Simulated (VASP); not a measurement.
Wanted: the native input for a VASP 6.6.1 run.

```
Task                   : single point
Functional             : PBE
Potentials or basis    : VASP PAW PBE potentials, release 64 (B, Pt)
Cutoff                 : 520 eV
k mesh                 : 6 × 6 × 6
Occupations            : gaussian, width 0.1 eV
Spin                   : no spin polarisation
Dipole correction      : no
Further INCAR settings : ALGO = Normal; EDIFF = 1e-06; NBANDS = 22
```

The structure of B5Pt lies in POSCAR:

```
B5Pt
1.0
    0.0000000000      3.0978985400      3.0978985400
    3.0978985400      0.0000000000      3.0978985400
    3.0978985400      3.0978985400      0.0000000000
B Pt
5 1
Direct
    0.0825391900      0.0825391900      0.0825391900
    0.0825391900      0.0825391900      0.7523824200
    0.0825391900      0.7523824200      0.0825391900
    0.7523824200      0.0825391900      0.0825391900
    0.5000000000      0.5000000000      0.5000000000
    0.2500000000      0.2500000000      0.2500000000
```

The cell was built from a structure type or drawn by symmetry, and may not be a known phase.

One way to write it, as run:

INCAR

```
ALGO = Normal
EDIFF = 1E-6
ENCUT = 520
GGA = PE
ISIF = 2
ISMEAR = 0
LASPH = T
LCHARG = T
LELF = T
LREAL = F
LVHAR = T
LWAVE = F
NBANDS = 22
NELM = 80
PREC = Accurate
SIGMA = 0.1
```

KPOINTS

```
k-points
0
Gamma
  6 6 6
```

Potentials or basis: VASP PAW PBE potentials, release 64 (B, Pt).

The run is started by

```console
$ cat potpaw_PBE.64/B/POTCAR potpaw_PBE.64/Pt/POTCAR > POTCAR
$ mpirun -np 1 vasp_std > vasp.out
```

It gave:

The pressure is 81.7 GPa and the largest force is 5.829 eV/Å. The band gap on the k mesh is zero (an odd number of electrons rules out a gap without spin polarisation).

Caveat: the cell stands under pressure; spin-orbit coupling is left out, which moves the levels of the heavy elements; forces of over 1 eV/Å act on the atoms, so gaps and moduli don't describe the material at rest.

It took 52 s on 1 thread of Intel Xeon 8259CL, with other jobs on the host, peak memory 0.2 GiB.
